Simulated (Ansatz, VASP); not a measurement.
# Two plane-wave programs on BN

```
CELL_PARAMETERS angstrom
0.00000 1.81064 1.81064
1.81064 0.00000 1.81064
1.81064 1.81064 0.00000
ATOMIC_POSITIONS crystal
B 0.00000 0.00000 0.00000
N 0.75000 0.75000 0.75000
```

Alike in both runs: task single point; functional PBE; k mesh 16 × 16 × 16; occupations gaussian, width 0.05 eV; no spin polarisation.

|  | VASP | Ansatz |
| --- | --- | --- |
| version | VASP 6.6.1 | Ansatz 0.2.0 |
| potentials or method | VASP PAW PBE potentials, release 64 (B, N), cutoff 600 eV | scalar-relativistic, plane waves, PAW |
| valence electrons in the cell | 8 | 8 |

VASP gave:

- gap on the k mesh at the Fermi level (eV): 4.45
- least direct gap on the mesh (eV): 8.80
- pressure (GPa): 1.0

Problem. What did Ansatz give for the same quantities?

Solution. gap on the k mesh at the Fermi level (eV): 4.47; least direct gap on the mesh (eV): 8.81; pressure (GPa): 1.1.

The functional is the same, so the differences come from potentials, cutoffs and numerics.
